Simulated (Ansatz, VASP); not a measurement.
## KF: VASP beside Ansatz

File INCAR:

```
PREC = Accurate
ENCUT = 520
EDIFF = 1E-6
ISMEAR = -1
SIGMA = 0.05
LREAL = False
LASPH = True
NELM = 60
ALGO = Normal
ISIF = 2
LWAVE = False
LCHARG = False
GGA = PE
NBANDS = 15
```

Contents of KPOINTS:

```
regular mesh
0
Gamma
  5 5 5
```

POSCAR

```
KF
1.0
    0.0000000000      2.6718500000      2.6718500000
    2.6718500000      0.0000000000      2.6718500000
    2.6718500000      2.6718500000      0.0000000000
K F
1 1
Direct
    0.0000000000      0.0000000000      0.0000000000
    0.5000000000      0.5000000000      0.5000000000
```

File input.yaml:

```yaml
crystal:
  lattice:
    - [0.0, 2.67185, 2.67185]
    - [2.67185, 0.0, 2.67185]
    - [2.67185, 2.67185, 0.0]
  atoms:
    - { symbol: K, position: [0.0, 0.0, 0.0] }
    - { symbol: F, position: [0.5, 0.5, 0.5] }
hamiltonian:
  xc: pbe
  pseudopotentials: { kind: paw }
kpoints:
  mp_grid: { grid: [5, 5, 5] }
scf:
  occupations: { method: fermi_dirac, width: 0.05 }
output:
  forces: true
  stress: true
  eigenvalues: true
```

Alike in both runs: task single point; functional PBE; k mesh 5 × 5 × 5; occupations fermi-dirac, width 0.05 eV; no spin polarisation.

|  | VASP | Ansatz |
| --- | --- | --- |
| version | VASP 6.6.1 | Ansatz 0.2.0 |
| potentials or method | VASP PAW PBE potentials, release 64 (K_sv, F) | Ansatz PAW |
| plane-wave cutoff (eV) | 520 | 420 |
| valence electrons in the cell | 16 | 16 |

VASP gave:

| Quantity | Value |
| --- | --- |
| gap on the k mesh at the Fermi level (eV) | 6.17 |
| least direct gap on the mesh (eV) | 6.17 |
| pressure (GPa) | 1.4 |

**Question.** Which values does Ansatz return?

**Answer.** gap on the k mesh at the Fermi level (eV): 6.18; least direct gap on the mesh (eV): 6.18; pressure (GPa): 1.4.

Noted on Ansatz's run: odd divisions of the mesh miss points on the zone boundary, where band edges often lie, so the gap on the mesh can be too wide.
